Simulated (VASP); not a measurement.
# MgSe (l.bB) (Fm-3m) in VASP: notebook, part 2 of 2

VASP 6.6.1. Earlier steps stand in the parts before.

## (4) Single point, LDA

This run uses another cell than the first one, of 19.59 Å³/atom, 0.968 times its volume.

Input file INCAR:

```
PREC = Accurate ; ENCUT = 600
EDIFF = 1E-6 ; ISMEAR = 0
SIGMA = 0.02 ; LREAL = F
LASPH = T ; NELM = 120
ALGO = Normal ; ISIF = 2
LWAVE = F ; LCHARG = F
GGA = CA ; NBANDS = 11
GGA_COMPAT = F
```

Input file KPOINTS:

```
Automatic mesh
0
Gamma
  10 10 10
```

Input file POSCAR:

```
MgSe
1.0
    0.0000000000      2.6958605979      2.6958605979
    2.6958605979      0.0000000000      2.6958605979
    2.6958605979      2.6958605979      0.0000000000
Mg Se
1 1
Direct
    0.0000000000      0.0000000000      0.0000000000
    0.5000000000      0.5000000000      0.5000000000
```

Potentials or basis: VASP PAW LDA potentials, release 64 (Mg, Se).

On the command line:

```sh
$ cat potpaw_LDA.64/Mg/POTCAR potpaw_LDA.64/Se/POTCAR > POTCAR
$ mpirun -np 1 vasp_std > vasp.out
```

OUTCAR:

```text
PREC = Accurate
   ENCUT = 600
   EDIFF = 1E-6
   ISMEAR = 0
   LREAL = F
   LASPH = T
   NELM = 120
   ISIF = 2
   GGA = CA

 ion  position               nearest neighbor table
   1  0.000  0.000  0.000-   2 2.70   2 2.70   2 2.70   2 2.70   2 2.70   2 2.70
   2  0.500  0.500  0.500-   1 2.70   1 2.70   1 2.70   1 2.70   1 2.70   1 2.70

  LATTYP: Found a face centered cubic cell.
 ALAT       =     5.3917211958

  Lattice vectors:

 A1 = (   0.0000000000,   2.6958605979,   2.6958605979)
 A2 = (   2.6958605979,   0.0000000000,   2.6958605979)
 A3 = (   2.6958605979,   2.6958605979,   0.0000000000)

Analysis of symmetry for initial positions (statically):
[... 33 lines left out ...]
                                     Primitive cell

  volume of cell :      39.1852

  direct lattice vectors                    reciprocal lattice vectors
     0.000000000  2.695860598  2.695860598    -0.185469531  0.185469531  0.185469531
     2.695860598  0.000000000  2.695860598     0.185469531 -0.185469531  0.185469531
     2.695860598  2.695860598  0.000000000     0.185469531  0.185469531 -0.185469531

  length of vectors
     3.812522620  3.812522620  3.812522620     0.321242650  0.321242650  0.321242650

  position of ions in fractional coordinates (direct lattice)
     0.000000000  0.000000000  0.000000000
     0.500000000  0.500000000  0.500000000

  ion indices of the primitive-cell ions
   primitive index   ion index
                 1           1
                 2           2

----------------------------------------------------------------------------------------

 KPOINTS: Automatic mesh

Automatic generation of k-mesh.
 Grid dimensions read from file:
 generate k-points for:   10   10   10

 Generating k-lattice:

  Cartesian coordinates                     Fractional coordinates (reciprocal lattice)
    -0.018546953  0.018546953  0.018546953     0.100000000  0.000000000  0.000000000
     0.018546953 -0.018546953  0.018546953     0.000000000  0.100000000  0.000000000
     0.018546953  0.018546953 -0.018546953     0.000000000  0.000000000  0.100000000

  Length of vectors
     0.032124265  0.032124265  0.032124265

  Shift w.r.t. Gamma in fractional coordinates (k-lattice)
     0.000000000  0.000000000  0.000000000

 Subroutine IBZKPT returns following result:
 ===========================================

 Found     47 irreducible k-points:

 Following reciprocal coordinates:
            Coordinates               Weight
  0.000000  0.000000  0.000000      1.000000
  0.100000  0.000000  0.000000      8.000000
  0.200000  0.000000  0.000000      8.000000
  0.300000  0.000000  0.000000      8.000000
  0.400000  0.000000  0.000000      8.000000
  0.500000  0.000000  0.000000      4.000000
[... 16 lines left out ...]
  0.300000  0.300000  0.000000      6.000000
  0.400000  0.300000  0.000000     24.000000
 [... further k-points ...]
   k-points           NKPTS =     47   k-points in BZ     NKDIM =     47   number of bands    NBANDS=     11
   number of dos      NEDOS =    301   number of ions     NIONS =      2
   total plane-waves  NPLWV =  27000
   dimension x,y,z NGX =    30 NGY =   30 NGZ =   30
   dimension x,y,z NGXF=    60 NGYF=   60 NGZF=   60
   ions per type =               1   1
   NGX,Y,Z   is equivalent  to a cutoff of  13.08, 13.08, 13.08 a.u.
   NGXF,Y,Z  is equivalent  to a cutoff of  26.16, 26.16, 26.16 a.u.
 SYSTEM =  unknown system
   PREC   = accura    normal or accurate (medium, high low for compatibility)
   ISTART =      0    job   : 0-new  1-cont  2-samecut
   ICHARG =      2    charge: 1-file 2-atom 10-const
   ISPIN  =      1    spin polarized calculation?
   LNONCOLLINEAR =      F non collinear calculations
   LSORBIT =      F    spin-orbit coupling
   LASPH  =      T    aspherical Exc in radial PAW
   ENCUT  =  600.0 eV  44.10 Ry    6.64 a.u.   7.61  7.61  7.61*2*pi/ulx,y,z
   NELM   =    120;   NELMIN=  2; NELMDL= -5     # of ELM steps
   EDIFF  = 0.1E-05   stopping-criterion for ELM
   LREAL  =      F    real-space projection
   EDIFFG = 0.1E-04   stopping-criterion for IOM
   NSW    =      0    number of steps for IOM
   IBRION =     -1    ionic relax: 0-MD 1-quasi-New 2-CG
   NFREE  =      0    steps in history (QN), initial steepest desc. (CG)
   ISIF   =      2    stress and relaxation
   ISYM   =      2    0-nonsym 1-usesym 2-fastsym
   POTIM  = 0.5000    time-step for ionic-motion
   TEBEG  =    0.0;   TEEND  =   0.0 temperature during run
   PSTRESS=    0.0 pullay stress
   NELECT =       8.0000    total number of electrons
   NUPDOWN=      -1.0000    fix difference up-down
   EMIN   =  10.00;   EMAX   =-10.00  energy-range for DOS
   EFERMI =   0.00;   METHOD = LEGACY
   ISMEAR =     0;   SIGMA  =   0.02  broadening in eV -4-tet -1-fermi 0-gaus
   EFERMI_NEDOS =   21; number of points for ismear=-14 and -15
   IALGO  =     38    algorithm
   IMIX   =      4    mixing-type and parameters
     AMIX     =   0.40;   BMIX     =  1.00
     AMIX_MAG =   1.60;   BMIX_MAG =  1.00
  volume/ion in A,a.u.               =      19.59       132.22
  Fermi-wavevector in a.u.,A,eV,Ry     =   0.963971  1.821641 12.643084  0.929240
  Thomas-Fermi vector in A             =   2.093562
   LORBIT       =      0    0 simple, 1 ext, 2 COOP (PROOUT), +10 PAW based schemes
   GGA     = CA    functional components
   LHFCALC =     F    Hartree Fock is set to
   AEXX    =    0.0000 exact exchange contribution
   IVDW    =     0    specifies the selected vdW correction
   LEPSILON=     F    determine dielectric tensor
   LRPA    =     F    only Hartree local field effects (RPA)
 non-spin polarized calculation
 Gauss-broadening in eV      SIGMA  =   0.02
  energy-cutoff  :      600.00
  volume of cell :       39.19
 maximum number of plane-waves:      1326
   NGX = 15   NGY = 15   NGZ = 15

 number of electron       8.0000000 magnetization

 Free energy of the ion-electron system (eV)
  ---------------------------------------------------
  ext. energy  EPLUGINS =         0.00000000
  ---------------------------------------------------
  free energy    TOTEN  =        -8.60187042 eV

  energy without entropy =       -8.60187042  energy(sigma->0) =       -8.60187042

 E-fermi :   3.6303     XC(G=0):  -9.8837

 val. band max:        3.4569752373   @ k =   0.0000   0.0000   0.0000
 cond. band min:       5.1601206192   @ k =   0.5000   0.5000   0.0000
 fundamental gap:      1.7031453819
 Fermi energy:         3.6303231306

 k-point     1 :       0.0000    0.0000    0.0000
  band No.  band energies     occupation
      1      -9.6984      2.00000
      2       3.4570      2.00000
      3       3.4570      2.00000
      4       3.4570      2.00000
      5       6.0810      0.00000
      6      10.8039      0.00000
      7      10.8039      0.00000
      8      10.8039      0.00000
      9      13.4540      0.00000
     10      13.4540      0.00000
     11      14.3789      0.00000

 k-point     2 :       0.1000    0.0000    0.0000
  band No.  band energies     occupation
      1      -9.6075      2.00000
      2       2.5517      2.00000
      3       3.3854      2.00000
      4       3.3854      2.00000
      5       6.8144      0.00000
      6      10.5481      0.00000
      7      10.9895      0.00000
      8      10.9895      0.00000
      9      12.5991      0.00000
     10      12.5991      0.00000
     11      14.3745      0.00000

 k-point     3 :       0.2000    0.0000    0.0000
  band No.  band energies     occupation
      1      -9.3517      2.00000
      2       1.0417      2.00000
      3       3.2129      2.00000
      4       3.2129      2.00000
      5       7.5146      0.00000
      6      10.7767      0.00000
      7      10.8315      0.00000
      8      10.8315      0.00000
      9      12.5123      0.00000
     10      12.5123      0.00000
     11      13.7369      0.00000
[... 267 lines left out ...]
 k-point    23 :       0.3000    0.3000    0.0000
  band No.  band energies     occupation
      1      -8.7717      2.00000
      2       0.0649      2.00000
      3       2.0917      2.00000
      4       2.0917      2.00000
      5       6.7383      0.00000
      6       8.0126      0.00000
      7      11.9602      0.00000
      8      13.7773      0.00000
      9      13.7773      0.00000
     10      14.8896      0.00000
     11      17.9285      0.00000

 k-point    24 :       0.4000    0.3000    0.0000
  band No.  band energies     occupation
      1      -8.5102      2.00000
      2      -0.4448      2.00000
      3       1.6208      2.00000
      4       1.9269      2.00000
      5       6.3698      0.00000
      6       8.0911      0.00000
      7      12.4038      0.00000
      8      13.3368      0.00000
      9      14.8579      0.00000
     10      16.4678      0.00000
     11      18.5098      0.00000

 [... further k-points ...]
[... 5 lines left out ...]
  --------------------------------------------------------------------------------------
  -------------------------------------------------------------------------------------
  Total       -0.0771032     -0.0771032     -0.0771032      0.0000000     -0.0000000     -0.0000000
  in kB       -3.1525423     -3.1525423     -3.1525423      0.0000000     -0.0000000     -0.0000000
  external PRESSURE =      -3.1525423 kB  Pullay stress =       0.0000000 kB

 VOLUME and BASIS-vectors are now :
 -----------------------------------------------------------------------------
  energy-cutoff  :      600.00
  volume of cell :       39.19
      direct lattice vectors                 reciprocal lattice vectors
     0.000000000  2.695860598  2.695860598    -0.185469531  0.185469531  0.185469531
     2.695860598  0.000000000  2.695860598     0.185469531 -0.185469531  0.185469531
     2.695860598  2.695860598  0.000000000     0.185469531  0.185469531 -0.185469531

 POSITION                                       TOTAL-FORCE (eV/Angst)
 -----------------------------------------------------------------------------------
      0.00000      0.00000      0.00000         0.000000      0.000000      0.000000
      2.69586      2.69586      2.69586        -0.000000     -0.000000     -0.000000
 -----------------------------------------------------------------------------------
    total drift:                               -0.000000     -0.000000      0.000000

  FREE ENERGIE OF THE ION-ELECTRON SYSTEM (eV)
  ---------------------------------------------------
  free  energy   TOTEN  =        -8.6018704168 eV

  energy  without entropy=       -8.6018704168  energy(sigma->0) =       -8.60187042
```

stdout:

```text
POSCAR found type information on POSCAR MgSe
 POSCAR found :  2 types and       2 ions
 scaLAPACK will be used
 LDA part: xc-table for (Slater(with rela. corr.)+CA(PZ))
 , standard interpolation
 POSCAR, INCAR and KPOINTS ok, starting setup
 FFT: planning ... GRIDC
 FFT: planning ... GRID_SOFT
 FFT: planning ... GRID
 WAVECAR not read
 entering main loop
```

It took 11 s on 1 thread of AMD EPYC 9R45 (Zen 5), shared host; peak memory 0.13 GiB.

What came out:

| Quantity | Value |
| --- | --- |
| Free energy | -8.6019 eV |
| Pressure | -0.3 GPa |
| Band gap on the k mesh | 1.70 eV, indirect (least direct gap 2.62 eV) |

A k mesh can miss the band edges. LDA gaps usually lie below the measured ones, often by a third to a half.

## (5) The runs side by side

| cell | k mesh | smearing | gap on the mesh (eV) | pressure (GPa) |
| --- | --- | --- | --- | --- |
| a = 3.854 Å, angles 60.0°, 2 atoms | 6 × 6 × 6 | gaussian 0.1 eV | 1.65 | -2.4 |
| a = 3.813 Å, angles 60.0°, 2 atoms | 8 × 8 × 8 | gaussian 0.02 eV | 1.70 | -0.3 |
| a = 3.813 Å, angles 60.0°, 2 atoms | 10 × 10 × 10 | gaussian 0.02 eV | 1.70 | -0.3 |

Alike in all rows: task single point; level LDA; potentials or basis VASP PAW LDA potentials, release 64 (Mg, Se); no spin polarisation; cutoff (eV) 600.

Absolute energies hang on the potentials; compare differences alone.
